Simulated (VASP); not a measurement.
Here is a VASP 6.6.1 calculation.

The input INCAR:

```
SYSTEM = As3Se
PREC = Accurate ; ENCUT = 500
EDIFF = 1E-6 ; ISMEAR = 0
SIGMA = 0.2 ; LREAL = .FALSE.
LASPH = .TRUE. ; NELM = 120
ALGO = Normal ; ISIF = 2
LWAVE = .FALSE. ; LCHARG = .TRUE.
GGA = PE ; LELF = .TRUE.
LVHAR = .TRUE. ; NBANDS = 31
GGA_COMPAT = .FALSE.
```

File KPOINTS:

```
Automatic mesh
0
G
  3 3 3
  0 0 0
```

Contents of POSCAR:

```
As3Se
1.0
    5.4444411244      0.0000000000      0.0000000000
    0.0000000000      5.4444411244      0.0000000000
    0.0000000000      0.0000000000      5.4444411244
As Se
6 2
Direct
    0.5000000000      0.2500000000      0.0000000000
    0.5000000000      0.7500000000      0.0000000000
    0.2500000000      0.0000000000      0.5000000000
    0.7500000000      0.0000000000      0.5000000000
    0.0000000000      0.5000000000      0.2500000000
    0.0000000000      0.5000000000      0.7500000000
    0.5000000000      0.5000000000      0.5000000000
    0.0000000000      0.0000000000      0.0000000000
```

Potentials or basis: VASP PAW PBE potentials, release 64 (As, Se).

The run is started by

```sh
$ cat potpaw_PBE.64/As/POTCAR potpaw_PBE.64/Se/POTCAR > POTCAR
$ mpirun -np 1 vasp_std > vasp.out
```

Task: Predict the band gap on the k mesh.

Result: Zero (band 21 reaches 6.18 eV, above the bottom of band 22 at 5.87 eV).

Task: Predict the pressure.

Result: 0.6 GPa.

Caveat: the k points lie up to 0.38 Å⁻¹ apart.
